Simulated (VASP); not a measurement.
# NbIn2Se3 (R-3m) in VASP: a series of runs

The runs below take NbIn2Se3 through single point, relaxation of cell and atoms, with PBE.

Everything below comes from runs of VASP 6.6.1. Logs are shortened: lines on timing, memory, paths and dates and some standing lists are left out, and cuts for length are marked.

### Step 1. The cell of the first run

The structure is trigonal, space group R-3m (No. 166). Conventional cell: a = 7.286 Å, b = 7.286 Å, c = 10.084 Å, α = 90.00°, β = 90.00°, γ = 120.00°. Within 3.6 Å of Nb (site symmetry -3m) lie 6 Se at 2.69 Å and 2 In at 3.59 Å. Within 3.7 Å of In (site symmetry 3m) lie 3 Se at 2.84 Å and 1 In at 2.90 Å and 1 Nb at 3.59 Å. Within 3.5 Å of Se (site symmetry 2/m) lie 2 Nb at 2.69 Å and 2 In at 2.84 Å.

The cell was built from a structure type or drawn by symmetry, and may not be a known phase.

### Step 2. Single point, PBE

Contents of INCAR:

```
ALGO = Normal
EDIFF = 1E-7
ENCUT = 520
GGA = PE
ISIF = 2
ISMEAR = 0
LASPH = T
LCHARG = F
LREAL = F
LWAVE = F
NBANDS = 38
NELM = 80
PREC = Accurate
SIGMA = 0.15
```

Contents of KPOINTS:

```
k-points
0
Gamma
  3 3 3
```

Contents of POSCAR:

```
NbIn2Se3
1.0
    3.6431189616      2.1033557119      3.3611951839
   -3.6431189616      2.1033557119      3.3611951839
    0.0000000000     -4.2067114276      3.3611951816
Nb In Se
1 2 3
Direct
    0.0000000000      0.0000000000      0.0000000000
    0.6439296265      0.6439296265      0.6439296265
    0.3560703735      0.3560703735      0.3560703735
    0.0000000000      0.5000000000      0.0000000000
    0.5000000000      0.0000000000      0.0000000000
    0.0000000000      0.0000000000      0.5000000000
```

Potentials or basis: VASP PAW PBE potentials, release 64 (Nb_sv, In_d, Se).

Launch:

```console
> cat potpaw_PBE.64/Nb_sv/POTCAR potpaw_PBE.64/In_d/POTCAR potpaw_PBE.64/Se/POTCAR > POTCAR
> mpirun -np 1 vasp_std > vasp.out
```

OUTCAR:

```text
EDIFF = 1E-7
   ENCUT = 520
   GGA = PE
   ISIF = 2
   ISMEAR = 0
   LASPH = T
   LREAL = F
   NELM = 80
   PREC = Accurate

 ion  position               nearest neighbor table
   1  0.000  0.000  0.000-   4 2.69   5 2.69   4 2.69   5 2.69   6 2.69   6 2.69
   2  0.644  0.644  0.644-   6 2.84   5 2.84   4 2.84   3 2.90
   3  0.356  0.356  0.356-   6 2.84   5 2.84   4 2.84   2 2.90
   4  0.000  0.500  0.000-   1 2.69   1 2.69   3 2.84   2 2.84
   5  0.500  0.000  0.000-   1 2.69   1 2.69   3 2.84   2 2.84
   6  0.000  0.000  0.500-   1 2.69   1 2.69   3 2.84   2 2.84

  LATTYP: Found a trigonal (rhomboedric) cell.
 ALAT       =     5.3846127143
 COS(alpha) =     0.0844801675

  Lattice vectors:

 A1 = (   3.6431189616,   2.1033557119,   3.3611951839)
 A2 = (  -3.6431189616,   2.1033557119,   3.3611951839)
 A3 = (   0.0000000000,  -4.2067114276,   3.3611951816)

Analysis of symmetry for initial positions (statically):
=====================================================================
 Subroutine PRICEL returns:
 Original cell was already a primitive cell.

 Routine SETGRP: Setting up the symmetry group for a
 trigonal (rhombohedral) supercell.

 Subroutine GETGRP returns: Found 12 space group operations
 (whereof 12 operations were pure point group operations)
 out of a pool of 12 trial point group operations.

The static configuration has the point symmetry D_3d.

Analysis of symmetry for dynamics (positions and initial velocities):
=====================================================================
 Subroutine PRICEL returns:
 Original cell was already a primitive cell.

 Routine SETGRP: Setting up the symmetry group for a
 trigonal (rhombohedral) supercell.

 Subroutine GETGRP returns: Found 12 space group operations
 (whereof 12 operations were pure point group operations)
 out of a pool of 12 trial point group operations.

The dynamic configuration has the point symmetry D_3d.

 Subroutine INISYM returns: Found 12 space group operations
 (whereof 12 operations are pure point group operations),
 and found     1 'primitive' translations

----------------------------------------------------------------------------------------

                                     Primitive cell

  volume of cell :     154.5365

  direct lattice vectors                    reciprocal lattice vectors
     3.643118962  2.103355712  3.361195184     0.137245038  0.079238460  0.099171073
    -3.643118962  2.103355712  3.361195184    -0.137245038  0.079238460  0.099171073
     0.000000000 -4.206711428  3.361195182     0.000000000 -0.158476919  0.099171073

  length of vectors
     5.384612714  5.384612714  5.384612714     0.186948751  0.186948751  0.186948751

  position of ions in fractional coordinates (direct lattice)
     0.000000000  0.000000000  0.000000000
     0.643929626  0.643929626  0.643929626
     0.356070374  0.356070374  0.356070374
     0.000000000  0.500000000  0.000000000
     0.500000000  0.000000000  0.000000000
     0.000000000  0.000000000  0.500000000

  ion indices of the primitive-cell ions
   primitive index   ion index
                 1           1
                 2           2
                 3           3
                 4           4
                 5           5
                 6           6

----------------------------------------------------------------------------------------

 KPOINTS: k-points

Automatic generation of k-mesh.
 Grid dimensions read from file:
 generate k-points for:    3    3    3

 Generating k-lattice:

  Cartesian coordinates                     Fractional coordinates (reciprocal lattice)
     0.045748346  0.026412820  0.033057024     0.333333333  0.000000000  0.000000000
    -0.045748346  0.026412820  0.033057024     0.000000000  0.333333333  0.000000000
     0.000000000 -0.052825640  0.033057024    -0.000000000 -0.000000000  0.333333333

  Length of vectors
     0.062316250  0.062316250  0.062316250

  Shift w.r.t. Gamma in fractional coordinates (k-lattice)
     0.000000000  0.000000000  0.000000000

 Subroutine IBZKPT returns following result:
 ===========================================

 Found      6 irreducible k-points:

 Following reciprocal coordinates:
            Coordinates               Weight
  0.000000  0.000000  0.000000      1.000000
  0.333333 -0.000000  0.000000      6.000000
  0.333333  0.333333  0.000000      6.000000
 -0.333333  0.333333  0.000000      6.000000
  0.333333  0.333333  0.333333      2.000000
 -0.333333  0.333333  0.333333      6.000000
   k-points           NKPTS =      6   k-points in BZ     NKDIM =      6   number of bands    NBANDS=     38
   number of dos      NEDOS =    301   number of ions     NIONS =      6
   total plane-waves  NPLWV =  64000
   dimension x,y,z NGX =    40 NGY =   40 NGZ =   40
   dimension x,y,z NGXF=    80 NGYF=   80 NGZF=   80
   ions per type =               1   2   3
   NGX,Y,Z   is equivalent  to a cutoff of  12.35, 12.35, 12.35 a.u.
   NGXF,Y,Z  is equivalent  to a cutoff of  24.70, 24.70, 24.70 a.u.
 SYSTEM =  unknown system
   PREC   = accura    normal or accurate (medium, high low for compatibility)
   ISTART =      0    job   : 0-new  1-cont  2-samecut
   ICHARG =      2    charge: 1-file 2-atom 10-const
   ISPIN  =      1    spin polarized calculation?
   LNONCOLLINEAR =      F non collinear calculations
   LSORBIT =      F    spin-orbit coupling
   LASPH  =      T    aspherical Exc in radial PAW
   ENCUT  =  520.0 eV  38.22 Ry    6.18 a.u.  10.01 10.01 10.01*2*pi/ulx,y,z
   NELM   =     80;   NELMIN=  2; NELMDL= -5     # of ELM steps
   EDIFF  = 0.1E-06   stopping-criterion for ELM
   LREAL  =      F    real-space projection
   EDIFFG = 0.1E-05   stopping-criterion for IOM
   NSW    =      0    number of steps for IOM
   IBRION =     -1    ionic relax: 0-MD 1-quasi-New 2-CG
   NFREE  =      0    steps in history (QN), initial steepest desc. (CG)
   ISIF   =      2    stress and relaxation
   ISYM   =      2    0-nonsym 1-usesym 2-fastsym
   POTIM  = 0.5000    time-step for ionic-motion
   TEBEG  =    0.0;   TEEND  =   0.0 temperature during run
   PSTRESS=    0.0 pullay stress
   NELECT =      57.0000    total number of electrons
   NUPDOWN=      -1.0000    fix difference up-down
   EMIN   =  10.00;   EMAX   =-10.00  energy-range for DOS
   EFERMI =   0.00;   METHOD = LEGACY
   ISMEAR =     0;   SIGMA  =   0.15  broadening in eV -4-tet -1-fermi 0-gaus
   EFERMI_NEDOS =   21; number of points for ismear=-14 and -15
   IALGO  =     38    algorithm
   IMIX   =      4    mixing-type and parameters
     AMIX     =   0.40;   BMIX     =  1.00
     AMIX_MAG =   1.60;   BMIX_MAG =  1.00
  volume/ion in A,a.u.               =      25.76       173.81
  Fermi-wavevector in a.u.,A,eV,Ry     =   1.174058  2.218647 18.754426  1.378411
  Thomas-Fermi vector in A             =   2.310461
   LORBIT       =      0    0 simple, 1 ext, 2 COOP (PROOUT), +10 PAW based schemes
   GGA     = PE    functional components
   LHFCALC =     F    Hartree Fock is set to
   AEXX    =    0.0000 exact exchange contribution
   IVDW    =     0    specifies the selected vdW correction
   LEPSILON=     F    determine dielectric tensor
   LRPA    =     F    only Hartree local field effects (RPA)
 non-spin polarized calculation
 Gauss-broadening in eV      SIGMA  =   0.15
  energy-cutoff  :      520.00
  volume of cell :      154.54
 maximum number of plane-waves:      4181
   NGX = 21   NGY = 21   NGZ = 21

 number of electron      56.9999969 magnetization

 Free energy of the ion-electron system (eV)
  ---------------------------------------------------
  ext. energy  EPLUGINS =         0.00000000
  ---------------------------------------------------
  free energy    TOTEN  =       -27.44954180 eV

  energy without entropy =      -27.36657366  energy(sigma->0) =      -27.40805773

 E-fermi :   5.6883     XC(G=0):  -9.7214

 val. band max:        5.6820569596   @ k =   0.3333  -0.0000   0.0000
 cond. band min:       5.7280276877   @ k =   0.3333   0.3333   0.0000
 fundamental gap:      0.0459707282
 Fermi energy:         5.6882645293

 k-point     1 :       0.0000    0.0000    0.0000
  band No.  band energies     occupation
      1     -50.7431      2.00000
      2     -26.8156      2.00000
      3     -26.8156      2.00000
      4     -26.6775      2.00000
      5      -9.0793      2.00000
      6      -8.9397      2.00000
[... 30 lines left out ...]
     37       8.5485      0.00000
     38       9.9555      0.00000

 k-point     2 :       0.3333   -0.0000    0.0000
  band No.  band energies     occupation
      1     -50.7431      2.00000
      2     -26.8166      2.00000
      3     -26.8155      2.00000
      4     -26.6781      2.00000
      5      -9.0630      2.00000
      6      -9.0447      2.00000
[... 30 lines left out ...]
     37       9.5077      0.00000
     38      10.4102      0.00000

 k-point     3 :       0.3333    0.3333    0.0000
  band No.  band energies     occupation
      1     -50.7431      2.00000
      2     -26.8170      2.00000
      3     -26.8159      2.00000
      4     -26.6788      2.00000
      5      -9.0705      2.00000
      6      -9.0260      2.00000
[... 30 lines left out ...]
     37      11.0076      0.00000
     38      11.2854      0.00000

 k-point     4 :      -0.3333    0.3333    0.0000
  band No.  band energies     occupation
      1     -50.7431      2.00000
      2     -26.8170      2.00000
      3     -26.8159      2.00000
      4     -26.6788      2.00000
      5      -9.0716      2.00000
      6      -9.0146      2.00000
[... 30 lines left out ...]
     37      10.3619      0.00000
     38      10.8833      0.00000

 k-point     5 :       0.3333    0.3333    0.3333
  band No.  band energies     occupation
      1     -50.7431      2.00000
      2     -26.8169      2.00000
      3     -26.8169      2.00000
      4     -26.6794      2.00000
      5      -9.0626      2.00000
      6      -9.0340      2.00000
[... 30 lines left out ...]
     37      10.8842      0.00000
     38      10.8842      0.00000

 k-point     6 :      -0.3333    0.3333    0.3333
  band No.  band energies     occupation
      1     -50.7431      2.00000
      2     -26.8169      2.00000
      3     -26.8169      2.00000
      4     -26.6794      2.00000
      5      -9.0685      2.00000
      6      -9.0050      2.00000
[... 30 lines left out ...]
     37       9.8313      0.00000
     38      10.4639      0.00000

------------------------ aborting loop because EDIFF is reached ----------------------------------------

  FORCE on cell =-STRESS in cart. coord.  units (eV):
  Direction    XX          YY          ZZ          XY          YZ          ZX
  --------------------------------------------------------------------------------------
  -------------------------------------------------------------------------------------
  Total        0.0468659      0.0468659      0.0441577      0.0000000      0.0000000     -0.0000000
  in kB        0.4858879      0.4858879      0.4578103      0.0000000      0.0000000     -0.0000000
  external PRESSURE =       0.4765287 kB  Pullay stress =       0.0000000 kB

 VOLUME and BASIS-vectors are now :
 -----------------------------------------------------------------------------
  energy-cutoff  :      520.00
  volume of cell :      154.54
      direct lattice vectors                 reciprocal lattice vectors
     3.643118962  2.103355712  3.361195184     0.137245038  0.079238460  0.099171073
    -3.643118962  2.103355712  3.361195184    -0.137245038  0.079238460  0.099171073
     0.000000000 -4.206711428  3.361195182     0.000000000 -0.158476919  0.099171073

 POSITION                                       TOTAL-FORCE (eV/Angst)
 -----------------------------------------------------------------------------------
      0.00000      0.00000      0.00000        -0.000000     -0.000000     -0.000000
      0.00000     -0.00000      6.49312         0.000000      0.000000     -0.008383
      0.00000     -0.00000      3.59047         0.000000     -0.000000      0.008383
     -1.82156      1.05168      1.68060        -0.000000     -0.000000     -0.000000
      1.82156      1.05168      1.68060         0.000000     -0.000000     -0.000000
      0.00000     -2.10336      1.68060         0.000000     -0.000000     -0.000000
 -----------------------------------------------------------------------------------
    total drift:                               -0.000000     -0.000000      0.000000

  FREE ENERGIE OF THE ION-ELECTRON SYSTEM (eV)
  ---------------------------------------------------
  free  energy   TOTEN  =       -27.4495418047 eV

  energy  without entropy=      -27.3665736569  energy(sigma->0) =      -27.40805773
```

Run time: 23 s. Hardware: 1 thread of Intel Xeon 6975P-C (Granite Rapids), shared host; peak memory 0.25 GiB.

What came out:

```yaml
Free_energy: -27.4495 eV
Pressure: 0.0 GPa
Largest_force: 0.008 eV/Å
Band_gap_on_the_k_mesh: zero (an odd number of electrons rules out a gap without spin polarisation)
```

Forces on the atoms (eV/Å):
```
Nb   0.000  0.000  0.000
In   0.000  0.000 -0.008
In   0.000  0.000  0.008
Se   0.000  0.000  0.000
Se   0.000  0.000  0.000
Se   0.000  0.000  0.000
```

Levels at points of the mesh, in eV from the Fermi level:
| k point | band 26 | band 27 | band 28 | band 29 | band 30 | band 31 |
| --- | --- | --- | --- | --- | --- | --- |
| (0.00, 0.00, 0.00) | -1.48 | -1.48 | -1.47 | -1.10 | -1.10 | 0.17 |

Caveat: the k points lie up to 0.39 Å⁻¹ apart, too coarse for converged energies and pressures of a metal; spin-orbit coupling is left out, which moves the levels of the heavy elements.

### Step 3. Relaxation of cell and atoms, PBE

This run uses another cell than the first one, of 24.84 Å³/atom.

Contents of INCAR:

```
SYSTEM = NbIn2Se3
  ALGO = Normal
  EDIFF = 1E-6
  EDIFFG = -0.08
  ENCUT = 600
  GGA = PE
  IBRION = 2
  ISIF = 3
  ISMEAR = 0
  LASPH = .TRUE.
  LCHARG = .FALSE.
  LREAL = .FALSE.
  LWAVE = .FALSE.
  NELM = 80
  NSW = 36
  PREC = Accurate
  SIGMA = 0.15
```

Contents of KPOINTS:

```
k-points
0
G
  3 3 3
  0 0 0
```

Contents of POSCAR:

```
NbIn2Se3
1.0
    3.0836314800      1.7803354600      4.5237766100
   -3.0836314800      1.7803354600      4.5237766100
    0.0000000000     -3.5606709300      4.5237766100
Nb In Se
1 2 3
Direct
    0.0000000000      0.0000000000      0.0000000000
    0.6267769900      0.6267769900      0.6267769900
    0.3732230100      0.3732230100      0.3732230100
    0.0000000000      0.5000000000      0.0000000000
    0.5000000000      0.0000000000      0.0000000000
    0.0000000000      0.0000000000      0.5000000000
```

Potentials or basis: VASP PAW PBE potentials, release 64 (Nb_sv, In_d, Se).

Launch:

```console
> cat potpaw_PBE.64/Nb_sv/POTCAR potpaw_PBE.64/In_d/POTCAR potpaw_PBE.64/Se/POTCAR > POTCAR
> mpirun -np 1 vasp_std > vasp.out
```

Wall time 8 min (1 thread of Intel Xeon 6975P-C (Granite Rapids), shared host); peak memory 0.37 GiB.

The run converged. Its results:

```yaml
Free_energy: -27.4399 eV
Relaxed_volume: 25.58 Å³/atom
Relaxed_cell: a = 5.375 Å, b = 5.375 Å, c = 5.375 Å, α = 84.78°, β = 84.78°, γ = 84.78°
Space_group_after_relaxing_to_0.1_Å: R-3m (No. 166)
Pressure_after_relaxing: 0.3 GPa
Largest_force_after_relaxing: 0.079 eV/Å
Band_gap_on_the_k_mesh: zero (an odd number of electrons rules out a gap without spin polarisation)
```

Forces in eV/Å, atoms in the order of the input:
```
Nb   0.000  0.000  0.000
In   0.000  0.000  0.079
In   0.000  0.000 -0.079
Se   0.000  0.000  0.000
Se   0.000  0.000  0.000
Se   0.000  0.000  0.000
```

Stress tensor (GPa, compression positive):
```
0.35 0.00 0.00
0.00 0.35 0.00
0.00 0.00 0.12
```

Final structure:
```
Nb In Se
1.0
     3.62374    2.09217    3.37361
    -3.62374    2.09217    3.37361
     0.00000   -4.18434    3.37361
Nb In Se
1 2 3
Direct
  0.00000 0.00000 0.00000
  0.64255 0.64255 0.64255
  0.35745 0.35745 0.35745
  0.00000 0.50000 0.00000
  0.50000 0.00000 0.00000
  0.00000 0.00000 0.50000
```

Levels at points of the mesh, in eV from the Fermi level:
| k point | band 25 | band 26 | band 27 | band 28 | band 29 | band 30 | band 31 | band 32 |
| --- | --- | --- | --- | --- | --- | --- | --- | --- |
| (0.00, 0.00, 0.00) | -1.49 | -1.46 | -1.46 | -1.46 | -1.13 | -1.13 | 0.17 | 0.17 |

Caveat: the k points lie up to 0.39 Å⁻¹ apart in the final cell, too coarse for converged energies and pressures of a metal; spin-orbit coupling is left out, which moves the levels of the heavy elements; the relaxation stopped at a loose force limit of 0.08 eV/Å, so its end isn't a converged minimum.
